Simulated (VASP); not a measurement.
BP, 2 atoms in the cell. Symmetry: F-43m, No. 216, cubic system. The conventional cell has a = 4.495 Å, b = 4.495 Å, c = 4.495 Å, α = 90.00°, β = 90.00°, γ = 90.00°. P (site symmetry -43m) has 4 B at 1.95 Å within 2.6 Å. B (site symmetry -43m) has 4 P at 1.95 Å within 2.6 Å. 

- Program: VASP 6.6.1
- Task: single point
- Functional: PBEsol
- Dispersion: D4
- Potentials or basis: VASP PAW PBE potentials, release 64 (P, B)
- Cutoff: 520 eV
- k mesh: 15 × 15 × 15
- Occupations: gaussian, width 0.01 eV
- Spin: no spin polarisation
- Dipole correction: no
- Further INCAR settings: ALGO = Normal; EDIFF = 1e-07; NBANDS = 11

Potentials or basis: VASP PAW PBE potentials, release 64 (P, B).

Run with:

```bash
$ cat potpaw_PBE.64/P/POTCAR potpaw_PBE.64/B/POTCAR > POTCAR
$ mpirun -np 1 vasp_std > vasp.out
```

Hardware: 1 thread of Intel(R) Xeon(R) 6975P-C (Granite Rapids), on a shared host.

Task: How long does it take, and how much memory?

Result: Wall time 17 s on 1 thread of Intel(R) Xeon(R) 6975P-C (Granite Rapids) (shared host), peak memory 0.15 GiB. Counts: scf iterations 13, k points 120.
